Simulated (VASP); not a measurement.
A run of VASP 6.6.1 is set up as follows.

POSCAR

```
ZrS2
1.0
    3.5641671124      0.0000000000      0.0000000000
   -1.7820835562      3.0866592627      0.0000000000
    0.0000000000      0.0000000000      5.9350537783
Zr S
1 2
Direct
    0.0000000000      0.0000000000      0.0000000000
    0.3333333333      0.6666666667      0.2515421988
    0.6666666667      0.3333333333      0.7484578012
```

Contents of INCAR.step1:

```
SYSTEM = ZrS2
PREC = Accurate
ENCUT = 400
EDIFF = 1E-5
ISMEAR = 0
SIGMA = 0.01
LREAL = .FALSE.
LASPH = .TRUE.
NELM = 120
ALGO = Normal
ISIF = 2
LWAVE = .TRUE.
LCHARG = .FALSE.
GGA = PE
NBANDS = 19
GGA_COMPAT = .FALSE.
```

Contents of INCAR.step2:

```
SYSTEM = ZrS2
PREC = Accurate
ENCUT = 400
EDIFF = 1E-6
ISMEAR = 0
SIGMA = 0.01
LREAL = .FALSE.
LASPH = .TRUE.
NELM = 120
ALGO = Normal
ISIF = 2
LWAVE = .FALSE.
LCHARG = .FALSE.
GGA = PE
LHFCALC = .TRUE.
HFSCREEN = 0.2079
PRECFOCK = Normal
ISTART = 1
NBANDS = 19
GGA_COMPAT = .FALSE.
```

KPOINTS

```
regular mesh
0
G
  6 6 4
  0 0 0
```

Potentials or basis: VASP PAW PBE potentials, release 64 (Zr_sv, S).

Run with:

```console
$ cat potpaw_PBE.64/Zr_sv/POTCAR potpaw_PBE.64/S/POTCAR > POTCAR
$ cp INCAR.step1 INCAR
$ mpirun -np 1 vasp_std > vasp.out
$ cp INCAR.step2 INCAR
$ mpirun -np 1 vasp_std > vasp.out
```

Question: Estimate the band gap on the k mesh.

Answer: 1.39 eV (least direct gap 2.38 eV).

Question: What does it give for the largest force?

Answer: 0.203 eV/Å.

Question: Estimate the pressure.

Answer: 3.6 GPa.

Forces on the atoms (eV/Å):
```
Zr   0.000  0.000  0.000
S    0.000  0.000 -0.203
S    0.000  0.000  0.203
```

Caveat: the cell differs from its parent crystal (epitaxial xy strain -3.0%); the cell stands under pressure; the PAW data sets were made with another functional, which shifts forces and pressure a little; this functional lacks dispersion, which binds layers or chains, so the pressure and a relaxed spacing across them are unreliable. A k mesh can miss the band edges.
